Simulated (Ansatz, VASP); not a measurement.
Two plane-wave programs on KCl

POSCAR

```
KCl
1.0
    4.1282830175      0.0000000000      0.0000000000
   -2.0641415088      3.5751979671      0.0000000000
    0.0000000000      0.0000000000      7.2633384685
K Cl
2 2
Direct
    0.0000000000      0.0000000000      0.0000000000
    0.0000000000      0.0000000000      0.5000000000
    0.3333333333      0.6666666667      0.2500000000
    0.6666666667      0.3333333333      0.7500000000
```

The input INCAR.step1:

```
SYSTEM = KCl
PREC = Accurate
ENCUT = 520
ISMEAR = 0
SIGMA = 0.01
LREAL = .False.
LASPH = .True.
NELM = 80
NBANDS = 24
GGA = PE
ALGO = Normal
EDIFF = 1E-4
LWAVE = .True.
LCHARG = .False.
```

Contents of INCAR.step2:

```
SYSTEM = KCl
PREC = Accurate
ENCUT = 520
EDIFF = 1E-6
ISMEAR = 0
SIGMA = 0.01
LREAL = .False.
LASPH = .True.
NELM = 80
ALGO = Normal
ISIF = 2
LWAVE = .False.
LCHARG = .False.
METAGGA = R2SCAN
LMIXTAU = .True.
NBANDS = 24
ISTART = 1
```

File KPOINTS:

```
Automatic mesh
0
Gamma
  12 12 4
  0 0 0
```

Input for Ansatz:

```yaml
crystal:
  lattice:
    - [4.1282830175, 0.0, 0.0]
    - [-2.0641415088, 3.5751979671, 0.0]
    - [0.0, 0.0, 7.2633384685]
  atoms:
    - { symbol: K, position: [0.0, 0.0, 0.0] }
    - { symbol: K, position: [0.0, 0.0, 0.5] }
    - { symbol: Cl, position: [0.3333333333, 0.6666666667, 0.25] }
    - { symbol: Cl, position: [0.6666666667, 0.3333333333, 0.75] }
kpoints:
  mp_grid: { grid: [12, 12, 4] }
  band_path:
    path:
      - [0.0, 0.0, 0.0]
      - [0.5, 0.0, 0.0]
      - [0.3333333333, 0.3333333333, 0.0]
      - [0.0, 0.0, 0.5]
      - [0.5, 0.0, 0.5]
      - [0.3333333333, 0.3333333333, 0.5]
    npoints: 1
hamiltonian:
  xc: r2scan
scf:
  occupations: { method: fixed }
  n_extra_bands: 5
output:
  forces: true
  stress: true
  eigenvalues: true
```

Change from the starting cell: hydrostatic strain -4.9%.

Alike in both runs: task single point; functional r2SCAN; k mesh 12 × 12 × 4; no spin polarisation.

|  | VASP | Ansatz |
| --- | --- | --- |
| version | VASP 6.6.1 | Ansatz 0.2.0 |
| potentials or method | VASP PAW PBE potentials, release 64 (K_sv, Cl) | plane waves, PAW |
| plane-wave cutoff (eV) | 520 | 500 |
| occupations | gaussian, width 0.01 eV | fixed |
| valence electrons in the cell | 32 | 32 |

VASP gave:

* gap on the k mesh at the Fermi level (eV): 6.33
* pressure (GPa): 4.2
* traceless stress, the component that is largest in VASP (GPa): 0.32

Q: What did Ansatz give for the same quantities?

A: gap on the k mesh at the Fermi level (eV): 6.32; pressure (GPa): 4.2; traceless stress, the component that is largest in VASP (GPa): 0.31.

VASP's potentials were made for PBE, not for r2SCAN.
